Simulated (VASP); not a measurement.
# C (R-3m) in VASP: a series of runs, part 2 of 2

VASP 6.6.1. Earlier steps stand in the parts before.

**3. Single point, r2SCAN (strain +0.050 along x and y, +0.050 along z)**

POSCAR reads:

```
C
1.0
    1.2894276638      0.7444514088      3.5143613814
   -1.2894276638      0.7444514088      3.5143613814
    0.0000000000     -1.4889028176      3.5143613814
C
2
Direct
    0.1640000000      0.1640000000      0.1640000000
    0.8360000000      0.8360000000      0.8360000000
```

INCAR.step1 reads:

```
PREC     = Accurate       # precision mode
ENCUT    = 520            # plane-wave cutoff, eV
ISMEAR   = 0              # smearing method
SIGMA    = 0.05           # smearing width, eV
LREAL    = False          # projectors in reciprocal space
LASPH    = True           # aspherical terms in the spheres
NELM     = 80             # most SCF steps
NBANDS   = 11             # bands
GGA      = PE             # functional
ALGO     = Normal         # electronic algorithm
EDIFF    = 1E-4           # SCF threshold, eV
LWAVE    = True           # write WAVECAR
LCHARG   = False          # write CHGCAR
```

INCAR.step2 reads:

```
PREC     = Accurate       # precision mode
ENCUT    = 520            # plane-wave cutoff, eV
EDIFF    = 1E-6           # SCF threshold, eV
ISMEAR   = 0              # smearing method
SIGMA    = 0.05           # smearing width, eV
LREAL    = False          # projectors in reciprocal space
LASPH    = True           # aspherical terms in the spheres
NELM     = 80             # most SCF steps
ALGO     = Normal         # electronic algorithm
ISIF     = 2              # what is computed and relaxed
LWAVE    = False          # write WAVECAR
LCHARG   = False          # write CHGCAR
METAGGA  = R2SCAN         # meta-GGA
LMIXTAU  = True         
NBANDS   = 11             # bands
ISTART   = 1
```

KPOINTS reads:

```
regular mesh
0
Gamma
  12 12 12
```

Potentials or basis: VASP PAW PBE potentials, release 64 (C).

Run with:

```
cat potpaw_PBE.64/C/POTCAR > POTCAR
cp INCAR.step1 INCAR
mpirun -np 1 vasp_std > vasp.out
cp INCAR.step2 INCAR
mpirun -np 1 vasp_std > vasp.out
```

OUTCAR:

```text
PREC = Accurate
   ENCUT = 520
   EDIFF = 1E-6
   ISMEAR = 0
   LREAL = False
   LASPH = True
   NELM = 80
   ISIF = 2
   METAGGA = R2SCAN
   ISTART = 1

 ion  position               nearest neighbor table
   1  0.164  0.164  0.164-   2 1.49   2 1.49   2 1.49
   2  0.836  0.836  0.836-   1 1.49   1 1.49   1 1.49

  LATTYP: Found a trigonal (rhomboedric) cell.
 ALAT       =     3.8167482913
 COS(alpha) =     0.7717362630

  Lattice vectors:

 A1 = (   1.2894276638,   0.7444514088,   3.5143613814)
 A2 = (  -1.2894276638,   0.7444514088,   3.5143613814)
 A3 = (   0.0000000000,  -1.4889028176,   3.5143613814)

Analysis of symmetry for initial positions (statically):
=====================================================================
 Subroutine PRICEL returns:
 Original cell was already a primitive cell.

 Routine SETGRP: Setting up the symmetry group for a
 trigonal (rhombohedral) supercell.

 Subroutine GETGRP returns: Found 12 space group operations
 (whereof 12 operations were pure point group operations)
 out of a pool of 12 trial point group operations.

The static configuration has the point symmetry D_3d.

[... 164 lines left out ...]
 fundamental gap:      0.6360613394
 Fermi energy:         3.3881231557

 k-point     1 :       0.0000    0.0000    0.0000
  band No.  band energies     occupation
      1     -16.2914      2.00000
      2      -2.7875      2.00000
      3       0.2543      2.00000
      4       0.2543      2.00000
      5       7.9842      0.00000
      6      11.2810      0.00000
      7      11.2810      0.00000
      8      13.4690      0.00000
      9      14.1188      0.00000
     10      25.6229      0.00000
     11      28.2534      0.00000
[... 309 lines left out ...]
 k-point    24 :      -0.4167    0.1667    0.0000
  band No.  band energies     occupation
      1     -10.9065      2.00000
      2      -9.4072      2.00000
      3      -4.6396      2.00000
      4       2.0521      2.00000
      5       4.9358      0.00000
      6      12.5064      0.00000
      7      14.9894      0.00000
      8      15.7685      0.00000
      9      18.5090      0.00000
     10      21.2983      0.00000
     11      25.1005      0.00000

 [... further k-points ...]
[... 5 lines left out ...]
  --------------------------------------------------------------------------------------
  -------------------------------------------------------------------------------------
  Total       -5.9910211     -5.9910211     -0.0512443      0.0000000      0.0000000      0.0000000
  in kB     -474.2206125   -474.2206125     -4.0562571      0.0000000      0.0000000      0.0000000
  external PRESSURE =    -317.4991607 kB  Pullay stress =       0.0000000 kB

 VOLUME and BASIS-vectors are now :
 -----------------------------------------------------------------------------
  energy-cutoff  :      520.00
  volume of cell :       20.24
      direct lattice vectors                 reciprocal lattice vectors
     1.289427664  0.744451409  3.514361381     0.387768941  0.223878503  0.094848906
    -1.289427664  0.744451409  3.514361381    -0.387768941  0.223878503  0.094848906
     0.000000000 -1.488902818  3.514361381     0.000000000 -0.447757005  0.094848906

 POSITION                                       TOTAL-FORCE (eV/Angst)
 -----------------------------------------------------------------------------------
      0.00000      0.00000      1.72907         0.000000      0.000000      0.917311
      0.00000      0.00000      8.81402         0.000000     -0.000000     -0.917311
 -----------------------------------------------------------------------------------
    total drift:                                0.000000     -0.000000      0.000000

  FREE ENERGIE OF THE ION-ELECTRON SYSTEM (eV)
  ---------------------------------------------------
  free  energy   TOTEN  =       -19.5510717439 eV

  energy  without entropy=      -19.5510717439  energy(sigma->0) =      -19.55107174
```

OUTCAR.step1:

```text
PREC = Accurate
   ENCUT = 520
   ISMEAR = 0
   LREAL = False
   LASPH = True
[... 558 lines left out ...]
      0.00000      0.00000      1.72907         0.000000      0.000000      0.890078
      0.00000      0.00000      8.81402         0.000000     -0.000000     -0.890078
 -----------------------------------------------------------------------------------
    total drift:                                0.000000     -0.000000      0.000000

  FREE ENERGIE OF THE ION-ELECTRON SYSTEM (eV)
  ---------------------------------------------------
  free  energy   TOTEN  =       -18.1644106753 eV

  energy  without entropy=      -18.1644106753  energy(sigma->0) =      -18.16441068
```

Run time: 2.3 min. Hardware: 1 thread of AMD EPYC 9R45 (Zen 5), shared host; peak memory 0.14 GiB.

What came out:

```yaml
Free_energy: -19.5511 eV
Pressure: -31.7 GPa
Largest_force: 0.917 eV/Å
Band_gap_on_the_k_mesh: 0.64 eV, direct
```

Forces on the atoms (eV/Å):
```
C    0.000  0.000  0.917
C    0.000  0.000 -0.917
```

Levels at points of the mesh, in eV from the valence-band top:
| k point | band 1 | band 2 | band 3 | band 4 | band 5 | band 6 | band 7 | band 8 |
| --- | --- | --- | --- | --- | --- | --- | --- | --- |
| (0.00, 0.00, 0.00) | -19.42 | -5.91 | -2.87 | -2.87 | 4.86 | 8.16 | 8.16 | 10.34 |
| (0.50, 0.00, 0.00) | -14.47 | -12.84 | -6.01 | -1.57 | 2.19 | 6.82 | 12.42 | 12.59 |
| (0.50, 0.50, 0.00) | -14.38 | -12.78 | -6.06 | -2.26 | 1.80 | 6.53 | 12.96 | 15.42 |
| (0.50, 0.50, 0.50) | -19.19 | -7.60 | -2.89 | -2.89 | 8.13 | 8.13 | 10.18 | 10.82 |

Caveat: the cell differs from its parent crystal (strain +0.050 along x and y, +0.050 along z); the PAW data sets were made with another functional, which shifts forces and pressure a little.
